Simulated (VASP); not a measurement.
A run of VASP 6.6.1:

Contents of POSCAR:

```
Ti3Al7
1.0
    3.8240007103      0.0000000000      0.0000000000
    0.0000000000      3.8240007103      0.0000000000
    0.0000000000      0.0000000000     23.5638300741
Ti Al
3 7
Direct
    0.5000000000      0.5000000000      0.3193699563
    0.0000000000      0.0000000000      0.4999999928
    0.5000000000      0.5000000000      0.6806300365
    0.0000000000      0.0000000000      0.3172159593
    0.0000000000      0.5000000000      0.4081965108
    0.5000000000      0.0000000000      0.4081965108
    0.5000000000      0.5000000000      0.5000000030
    0.5000000000      0.0000000000      0.5918034895
    0.0000000000      0.5000000000      0.5918034895
    0.0000000000      0.0000000000      0.6827840514
```

Contents of INCAR.step1:

```
PREC = Accurate ; ENCUT = 520
ISMEAR = 0 ; SIGMA = 0.1
LREAL = F ; LASPH = T
NELM = 60 ; LDIPOL = T
IDIPOL = 3 ; DIPOL = 0.5 0.5 0.500
NBANDS = 40 ; GGA = PE
ALGO = Normal ; EDIFF = 1E-4
LWAVE = T ; LCHARG = F
```

Contents of INCAR.step2:

```
PREC = Accurate ; ENCUT = 520
EDIFF = 1E-7 ; ISMEAR = 0
SIGMA = 0.1 ; LREAL = F
LASPH = T ; NELM = 60
ALGO = Normal ; ISIF = 2
LWAVE = F ; LCHARG = F
LDIPOL = T ; IDIPOL = 3
DIPOL = 0.5 0.5 0.500 ; METAGGA = R2SCAN
LMIXTAU = T ; NBANDS = 40
ISTART = 1
```

KPOINTS

```
Automatic mesh
0
Gamma
  9 9 1
```

Potentials or basis: VASP PAW PBE potentials, release 64 (Ti_sv, Al).

Run with:

```bash
$ cat potpaw_PBE.64/Ti_sv/POTCAR potpaw_PBE.64/Al/POTCAR > POTCAR
$ cp INCAR.step1 INCAR
$ mpirun -np 1 vasp_std > vasp.out
$ cp INCAR.step2 INCAR
$ mpirun -np 1 vasp_std > vasp.out
```

Hardware: 1 thread of Intel(R) Xeon(R) Platinum 8488C (Sapphire Rapids), with other jobs on the host.

**Question.** How long does it take, and how much memory?

**Answer.** It took 16 min on 1 thread of Intel(R) Xeon(R) Platinum 8488C (Sapphire Rapids), with other jobs on the host, peak memory 0.46 GiB. Counts: k points 15.
